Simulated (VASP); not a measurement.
Write the native input for VASP 6.6.1 that does the following.

| Quantity | Value |
| --- | --- |
| Task | single point |
| Functional | PBE |
| Potentials or basis | VASP PAW PBE potentials, release 64 (Na_pv) |
| Cutoff | 520 eV |
| k mesh | 9 × 9 × 9 |
| Occupations | fermi-dirac, width 0.05 eV |
| Spin | no spin polarisation |
| Dipole correction | no |
| Further INCAR settings | ALGO = Normal; EDIFF = 1e-07; NBANDS = 10 |

The structure of Na lies in POSCAR:

```
Na
1.0
   -2.1266304395      2.1266304395      2.1266304395
    2.1266304395     -2.1266304395      2.1266304395
    2.1266304395      2.1266304395     -2.1266304395
Na
1
Direct
    0.0000000000      0.0000000000      0.0000000000
```

One way to write it, as run:

INCAR

```
PREC     = Accurate       # precision mode
ENCUT    = 520            # plane-wave cutoff, eV
EDIFF    = 1E-7           # SCF threshold, eV
ISMEAR   = -1             # smearing method
SIGMA    = 0.05           # smearing width, eV
LREAL    = F              # projectors in reciprocal space
LASPH    = T              # aspherical terms in the spheres
NELM     = 100            # most SCF steps
ALGO     = Normal         # electronic algorithm
ISIF     = 2              # what is computed and relaxed
LWAVE    = F              # write WAVECAR
LCHARG   = F              # write CHGCAR
GGA      = PE             # functional
NBANDS   = 10             # bands
```

KPOINTS

```
Automatic mesh
0
Gamma
  9 9 9
```

Potentials or basis: VASP PAW PBE potentials, release 64 (Na_pv).

Run with:

```sh
$ cat potpaw_PBE.64/Na_pv/POTCAR > POTCAR
$ mpirun -np 1 vasp_std > vasp.out
```

Results of the run:

The pressure is -0.3 GPa.

Run time: 3.9 s on 1 thread of Intel(R) Xeon(R) 6975P-C (Granite Rapids) (shared host), peak memory 0.14 GiB.
